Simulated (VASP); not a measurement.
A run of VASP 6.6.1:

The input INCAR:

```
PREC     = Accurate       # precision mode
ENCUT    = 520            # plane-wave cutoff, eV
EDIFF    = 1E-8           # SCF threshold, eV
ISMEAR   = -1             # smearing method
SIGMA    = 0.15           # smearing width, eV
LREAL    = False          # projectors in reciprocal space
LASPH    = True           # aspherical terms in the spheres
NELM     = 100            # most SCF steps
ALGO     = Normal         # electronic algorithm
ISIF     = 2              # what is computed and relaxed
LWAVE    = False          # write WAVECAR
LCHARG   = False          # write CHGCAR
GGA      = CA             # functional
IBRION   = 8              # ionic algorithm
NSW      = 1              # ionic steps
```

KPOINTS

```
Automatic mesh
0
Gamma
  14 14 14
```

The input POSCAR:

```
ZnAu
1.0
    3.0959548182      0.0000000000      0.0000000000
    0.0000000000      3.0959548182      0.0000000000
    0.0000000000      0.0000000000      3.0959548182
Zn Au
1 1
Direct
    0.5000000000      0.5000000000      0.5000000000
    0.0000000000      0.0000000000      0.0000000000
```

Potentials or basis: VASP PAW LDA potentials, release 64 (Zn, Au).

Run with:

```sh
$ cat potpaw_LDA.64/Zn/POTCAR potpaw_LDA.64/Au/POTCAR > POTCAR
$ mpirun -np 1 vasp_std > vasp.out
```

Hardware: 1 thread of Intel(R) Xeon(R) Platinum 8559C (Emerald Rapids) (shared host).

Task: How long does it take, and how much memory?

Result: Wall time 110 s on 1 thread of Intel(R) Xeon(R) Platinum 8559C (Emerald Rapids) (shared host), peak memory 0.39 GiB. Counts: scf iterations 37, k points 120.
